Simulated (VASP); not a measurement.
A run of VASP 6.6.1 is set up as follows.

INCAR

```
PREC = Accurate ; ENCUT = 520
EDIFF = 1E-7 ; ISMEAR = 0
SIGMA = 0.05 ; LREAL = F
LASPH = T ; NELM = 150
ALGO = Normal ; ISIF = 2
LWAVE = F ; LCHARG = T
ISPIN = 2 ; MAGMOM = -0.91 0
LORBIT = 11 ; LMAXMIX = 4
GGA = PE ; LELF = T
LVHAR = T ; NBANDS = 21
```

File KPOINTS:

```
Automatic mesh
0
Gamma
  6 6 6
```

The input POSCAR:

```
RuSe
1.0
    0.0000000000      2.9063344000      2.9063344000
    2.9063344000      0.0000000000      2.9063344000
    2.9063344000      2.9063344000      0.0000000000
Ru Se
1 1
Direct
    0.0000000000      0.0000000000      0.0000000000
    0.2500000000      0.2500000000      0.2500000000
```

Potentials or basis: VASP PAW PBE potentials, release 64 (Ru_pv, Se).

Launch:

```sh
$ cat potpaw_PBE.64/Ru_pv/POTCAR potpaw_PBE.64/Se/POTCAR > POTCAR
$ mpirun -np 1 vasp_std > vasp.out
```

Problem. Estimate the pressure.

Solution. -12.7 GPa.

Problem. What does it give for the net moment?

Solution. 0.00 μB per cell.

Problem. What does it give for the band gap on the k mesh?

Solution. Zero (filled and empty bands overlap).
